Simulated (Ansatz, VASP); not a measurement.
# One calculation of Si7Mo, two programs

File INCAR:

```
ALGO = Normal
EDIFF = 1E-6
EDIFFG = -0.08
ENCUT = 600
GGA = PE
IBRION = 2
ISIF = 3
ISMEAR = 0
LASPH = T
LCHARG = F
LREAL = F
LWAVE = F
NELM = 80
NSW = 36
PREC = Accurate
SIGMA = 0.2
```

File KPOINTS:

```
k-points
0
Gamma
  4 4 3
```

The input POSCAR:

```
Si7Mo
1.0
    4.6295899700      0.0000000000      0.0000000000
   -2.3147949800      4.0093425200      0.0000000000
    0.0000000000      0.0000000000      6.8108565700
Si Mo
7 1
Direct
    0.3333333300      0.6666666700      0.0000000000
    0.6666666700      0.3333333300      0.0000000000
    0.3333333300      0.6666666700      0.6938885400
    0.6666666700      0.3333333300      0.6938885400
    0.6666666700      0.3333333300      0.3061114600
    0.3333333300      0.6666666700      0.3061114600
    0.0000000000      0.0000000000      0.0000000000
    0.0000000000      0.0000000000      0.5000000000
```

Input for Ansatz:

```yaml
crystal:
  lattice:
    - [4.62958997, 0.0, 0.0]
    - [-2.31479498, 4.00934252, 0.0]
    - [0.0, 0.0, 6.81085657]
  atoms:
    - { symbol: Si, position: [0.33333333, 0.66666667, 0.0] }
    - { symbol: Si, position: [0.66666667, 0.33333333, 0.0] }
    - { symbol: Si, position: [0.33333333, 0.66666667, 0.69388854] }
    - { symbol: Si, position: [0.66666667, 0.33333333, 0.69388854] }
    - { symbol: Si, position: [0.66666667, 0.33333333, 0.30611146] }
    - { symbol: Si, position: [0.33333333, 0.66666667, 0.30611146] }
    - { symbol: Si, position: [0.0, 0.0, 0.0] }
    - { symbol: Mo, position: [0.0, 0.0, 0.5] }
basis:
  ecutwfc: 420
kpoints:
  mp_grid: { grid: [4, 4, 3] }
hamiltonian:
  xc: pbe
scf:
  occupations: { method: gaussian, width: 0.2 }
  lower_state_search: "off"
output:
  forces: true
  stress: true
  eigenvalues: true
relax:
  adjacent_minimum: "off"
  f_tol: 0.08
  max_steps: 16
  cell: { stress_tol: 0.8 }
```

Alike in both runs: task relaxation of cell and atoms; functional PBE; k mesh 4 × 4 × 3; occupations gaussian, width 0.2 eV; no spin polarisation.

|  | VASP | Ansatz |
| --- | --- | --- |
| version | VASP 6.6.1 | Ansatz 0.2.0 |
| potentials or method | VASP PAW PBE potentials, release 64 (Si, Mo_sv), cutoff 600 eV | scalar-relativistic, plane waves, PAW |
| valence electrons in the cell | 42 | 42 |

```tsv
	VASP	Ansatz	Ansatz less VASP
gap on the k mesh at the Fermi level, each at its own relaxed structure (eV)	none	none	-
relaxed volume (Å³/atom)	15.03	15.05	+0.016
relaxed cell length with the largest relative difference (Å)	7.054	7.059	+0.0049
```

A gap of «none» marks a metal or a gap that the smearing closes.

The k mesh is coarse, so the values compare programs but aren't converged.
